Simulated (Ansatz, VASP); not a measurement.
ZnS: VASP beside Ansatz

```
CELL_PARAMETERS angstrom
3.96344 0.00000 0.00000
-1.98172 3.43244 0.00000
0.00000 0.00000 5.98464
ATOMIC_POSITIONS crystal
Zn 0.33333 0.66667 0.00000
Zn 0.66667 0.33333 0.50000
S 0.33333 0.66667 0.38500
S 0.66667 0.33333 0.88500
```

Change from the starting cell: strain +0.040 along x and y, -0.040 along z, atoms carried along.

Alike in both runs: task single point; functional PBE; k mesh 12 × 12 × 6; occupations gaussian, width 0.05 eV; no spin polarisation.

|  | VASP | Ansatz |
| --- | --- | --- |
| version | VASP 6.6.1 | Ansatz 0.2.0 |
| potentials or method | VASP PAW PBE potentials, release 64 (Zn, S), cutoff 520 eV | scalar-relativistic, plane waves, PAW |
| valence electrons in the cell | 36 | 36 |

```tsv
	VASP	Ansatz	Ansatz less VASP
gap on the k mesh at the Fermi level (eV)	1.96	1.96	0.000
least direct gap on the mesh (eV)	1.96	1.96	0.000
pressure (GPa)	-0.1	-0.3	-0.16
traceless stress, the component that is largest in VASP (GPa)	5.61	5.59	-0.021
rms of the force components (eV/Å)	0.105	0.102	-0.0027
```

Atom by atom the forces differ by 0.003 eV/Å (rms over components). With one functional, cell and mesh, what is left measures potentials, basis and numerics.
